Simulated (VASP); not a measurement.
Input of a VASP 6.6.1 run:

INCAR

```
SYSTEM = W4C4F
PREC = Accurate
ENCUT = 520
EDIFF = 1E-7
ISMEAR = 0
SIGMA = 0.1
LREAL = .False.
LASPH = .True.
NELM = 120
ALGO = Normal
ISIF = 2
LWAVE = .False.
LCHARG = .False.
IBRION = 2
NSW = 80
EDIFFG = -0.03
GGA_COMPAT = .False.
NELMIN = 4
NELMDL = -8
KPAR = 2
NCORE = 2
```

The input KPOINTS:

```
Automatic mesh
0
Gamma
  3 3 1
  0 0 0
```

The input POSCAR:

```
W4C4F
1.0
    5.6929600000      0.0000000000      0.0000000000
   -2.8464800000      4.9302480000      0.0000000000
    0.0000000000      0.0000000000     15.1931300000
W C F
8 8 2
Selective dynamics
Direct
    0.0000000000      0.0000000000      0.0658192000  F F F
    0.0000000000      0.0000000000      0.2498116000  T T T
    0.0000000000      0.5000000000      0.0658192000  F F F
    0.0000000000      0.5000000000      0.2498116000  T T T
    0.5000000000      0.0000000000      0.0658192000  F F F
    0.5000000000      0.0000000000      0.2498116000  T T T
    0.5000000000      0.5000000000      0.0658192000  F F F
    0.5000000000      0.5000000000      0.2498116000  T T T
    0.3333333000      0.1666667000      0.1578154000  T T T
    0.3333333000      0.1666667000      0.3418078000  T T T
    0.3333333000      0.6666667000      0.1578154000  T T T
    0.3333333000      0.6666667000      0.3418078000  T T T
    0.8333333000      0.1666667000      0.1578154000  T T T
    0.8333333000      0.1666667000      0.3418078000  T T T
    0.8333333000      0.6666667000      0.1578154000  T T T
    0.8333333000      0.6666667000      0.3418078000  T T T
    0.6593885000      0.8414279000      0.4537005000  T T T
    0.5774577000      1.0395886000      0.4569914000  T T T
```

Potentials or basis: VASP PAW LDA potentials, release 64 (W_sv, C, F).

Launch:

```bash
$ cat potpaw_LDA.64/W_sv/POTCAR potpaw_LDA.64/C/POTCAR potpaw_LDA.64/F/POTCAR > POTCAR
$ mpirun -np 4 vasp_std > vasp.out
```

Question: What does it give for the energy gained by relaxing?

Answer: 593.3 meV/atom.

Question: What does it give for the band gap on the k mesh?

Answer: Zero (bands 79 and 80 overlap by 1.07 eV).

Final structure:
```xyz
18
Lattice="5.6930 0.0000 0.0000 -2.8465 4.9302 0.0000 0.0000 0.0000 15.1931" Properties=species:S:1:pos:R:3 pbc="T T T"
W     0.0000    0.0000    1.0000
W     2.8395    4.9263    3.8205
W    -1.4232    2.4651    1.0000
W     4.2623    2.4605    3.8208
W     2.8465    0.0000    1.0000
W    -0.0138    4.9221    3.8475
W     1.4232    2.4651    1.0000
W     1.4097    2.4575    3.8483
C     1.4238    0.8222    2.3099
C     1.3649    0.7881    4.9736
C     0.0002    3.2869    2.3101
C    -0.0590    3.2523    4.9746
C     4.2626    0.8177    2.3302
C     4.2908    0.8327    5.1105
C     2.8395    3.2828    2.3303
C     2.8681    3.3002    5.1102
F     2.7864    3.2536    6.4301
F     4.2056    0.7815    6.4301
```

Caveat: the k points lie up to 0.42 Å⁻¹ apart, too coarse for converged energies and pressures of a metal; spin-orbit coupling is left out, which moves the levels of the heavy elements.
